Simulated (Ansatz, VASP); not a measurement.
## One calculation of LuBeSi4, two programs

Contents of INCAR:

```
ALGO = Normal
EDIFF = 1E-6
EDIFFG = -0.04
ENCUT = 600
GGA = PE
IBRION = 2
ISIF = 3
ISMEAR = 0
LASPH = T
LCHARG = F
LREAL = F
LWAVE = F
NELM = 80
NSW = 90
PREC = Accurate
SIGMA = 0.1
```

File KPOINTS:

```
k-points
0
Gamma
  6 6 2
```

POSCAR

```
LuBeSi4
1.0
    3.0442046900      0.0000000000      0.0000000000
   -1.5221023500      2.6363586000      0.0000000000
    0.0000000000      0.0000000000     11.5148671400
Lu Be Si
1 1 4
Direct
    0.0000000000      0.0000000000      0.0000000000
    0.0000000000      0.0000000000      0.5000000000
    0.6666666700      0.3333333300      0.8719140300
    0.6666666700      0.3333333300      0.3771010000
    0.3333333300      0.6666666700      0.6228990000
    0.3333333300      0.6666666700      0.1280859700
```

Input for Ansatz:

```yaml
crystal:
  lattice:
    - [3.04420469, 0.0, 0.0]
    - [-1.52210235, 2.6363586, 0.0]
    - [0.0, 0.0, 11.51486714]
  atoms:
    - { symbol: Lu, position: [0.0, 0.0, 0.0] }
    - { symbol: Be, position: [0.0, 0.0, 0.5] }
    - { symbol: Si, position: [0.66666667, 0.33333333, 0.87191403] }
    - { symbol: Si, position: [0.66666667, 0.33333333, 0.377101] }
    - { symbol: Si, position: [0.33333333, 0.66666667, 0.622899] }
    - { symbol: Si, position: [0.33333333, 0.66666667, 0.12808597] }
basis:
  ecutwfc: 420
kpoints:
  mp_grid: { grid: [6, 6, 2] }
hamiltonian:
  xc: pbe
scf:
  occupations: { method: gaussian, width: 0.1 }
  lower_state_search: "off"
output:
  forces: true
  stress: true
  eigenvalues: true
relax:
  adjacent_minimum: "off"
  f_tol: 0.04
  max_steps: 70
  cell: { stress_tol: 0.4 }
```

Change from the starting cell: species swapped into the TaTiTe4 type (P-3m1, No. 164).

Alike in both runs: task relaxation of cell and atoms; functional PBE; k mesh 6 × 6 × 2; occupations gaussian, width 0.1 eV; no spin polarisation.

|  | VASP | Ansatz |
| --- | --- | --- |
| version | VASP 6.6.1 | Ansatz 0.2.0 |
| potentials or method | VASP PAW PBE potentials, release 64 (Lu, Be, Si), cutoff 600 eV | scalar-relativistic, plane waves, PAW |
| valence electrons in the cell | 43 | 43 |

```tsv
	VASP	Ansatz	Ansatz less VASP
gap on the k mesh at the Fermi level, each at its own relaxed structure (eV)	none	none	-
relaxed volume (Å³/atom)	15.84	15.80	-0.038
relaxed cell length with the largest relative difference (Å)	3.059	3.056	-0.0029
```

A gap of «none» marks a metal or a gap that the smearing closes.

The k mesh is coarse, so the values compare programs but aren't converged. Spin-orbit coupling is off throughout. Noted on VASP's run: too few bands were computed for a metal, which touches its energy and stress.
